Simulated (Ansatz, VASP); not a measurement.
Given: the input of a run of VASP 6.6.1 on CoO.

Contents of INCAR:

```
ALGO = Normal
EDIFF = 1E-6
ENCUT = 520
GGA = PE
ISIF = 2
ISMEAR = 0
ISPIN = 2
LASPH = T
LCHARG = F
LMAXMIX = 4
LORBIT = 11
LREAL = F
LWAVE = F
MAGMOM = 2 0
NBANDS = 18
NELM = 150
PREC = Accurate
SIGMA = 0.1
```

The input KPOINTS:

```
k-points
0
Gamma
  11 11 11
```

Contents of POSCAR:

```
CoO
1.0
    1.5054695445      0.8691832468      2.4399269062
   -1.5054695445      0.8691832468      2.4399269062
    0.0000000000     -1.7383664936      2.4399269062
Co O
1 1
Direct
    0.0000000000      0.0000000000      0.0000000000
    0.5000000000      0.5000000000      0.5000000000
```

Potentials or basis: VASP PAW PBE potentials, release 64 (Co, O).

Run with:

```bash
$ cat potpaw_PBE.64/Co/POTCAR potpaw_PBE.64/O/POTCAR > POTCAR
$ mpirun -np 1 vasp_std > vasp.out
```

**Question.** Translate it to Ansatz 0.2.0. Potentials there: Ansatz PAW.

**Answer.** As run (the cutoff follows the program's own potentials):

File input.yaml:

```yaml
crystal:
  lattice:
    - [1.5054695445, 0.8691832468, 2.4399269062]
    - [-1.5054695445, 0.8691832468, 2.4399269062]
    - [0.0, -1.7383664936, 2.4399269062]
  atoms:
    - { symbol: Co, position: [0.0, 0.0, 0.0], spin: 2.0 }
    - { symbol: O, position: [0.5, 0.5, 0.5] }
hamiltonian:
  xc: pbe
  pseudopotentials: { kind: paw }
magnetization:
  spin_polarized: true
kpoints:
  mp_grid: { grid: [11, 11, 11] }
scf:
  occupations: { method: gaussian, width: 0.1 }
output:
  forces: true
  stress: true
  eigenvalues: true
```

Potentials or basis: Ansatz PAW.

The run is started by

```console
$ ansatz run input.yaml --threads 1 --pin off --max-ram 3584MiB --backend cpu --events-out ev --progress --plain --runs-dir out
```

Both were run:

|  | VASP | Ansatz | Ansatz less VASP |
| --- | --- | --- | --- |
| gap on the k mesh at the Fermi level (eV) | none | none | - |
| pressure (GPa) | -0.6 | -0.1 | +0.57 |
| traceless stress, the component that is largest in VASP (GPa) | -0.32 | -0.35 | -0.028 |
| net moment per atom (μB) | 1.44 | 1.46 | +0.016 |
| size of the moment on the site where the two differ most (μB) | 2.54 | 2.48 | -0.060 |

Site moments also hang on the region over which each program counts them. A gap of «none» marks a metal or a gap that the smearing closes. With one functional, cell and mesh, what is left measures potentials, basis and numerics. VASP's potentials hold 15 valence electrons a cell and Ansatz's 23, so a difference there can come from the potentials and not from the codes.
